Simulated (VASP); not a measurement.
Write the native input for VASP 6.6.1 that does the following.

```
Task                   : single point
Functional             : LDA
Potentials or basis    : VASP PAW LDA potentials, release 64 (Tl_d)
Cutoff                 : 520 eV
k mesh                 : 10 × 10 × 10
Occupations            : gaussian, width 0.05 eV
Spin                   : no spin polarisation
Dipole correction      : no
Further INCAR settings : ALGO = Fast; EDIFF = 1e-06; NBANDS = 12
```

The structure of Tl lies in POSCAR:

```
Tl
1.0
   -1.9559951735      1.9559951735      1.9559951735
    1.9559951735     -1.9559951735      1.9559951735
    1.9559951735      1.9559951735     -1.9559951735
Tl
1
Direct
    0.0000000000      0.0000000000      0.0000000000
```

These files were run (other wordings do the same):

INCAR

```
PREC = Accurate
ENCUT = 520
EDIFF = 1E-6
ISMEAR = 0
SIGMA = 0.05
LREAL = F
LASPH = T
NELM = 100
ALGO = Fast
ISIF = 2
LWAVE = F
LCHARG = F
NBANDS = 12
```

KPOINTS

```
Automatic mesh
0
Gamma
  10 10 10
```

Potentials or basis: VASP PAW LDA potentials, release 64 (Tl_d).

Run with:

```sh
$ cat potpaw_LDA.64/Tl_d/POTCAR > POTCAR
$ mpirun -np 1 vasp_std > vasp.out
```

Results of the run:

The pressure is -3.1 GPa.

Wall time 9.6 s on 1 thread of Intel(R) Xeon(R) Platinum 8559C (Emerald Rapids), on a shared host, peak memory 0.14 GiB.
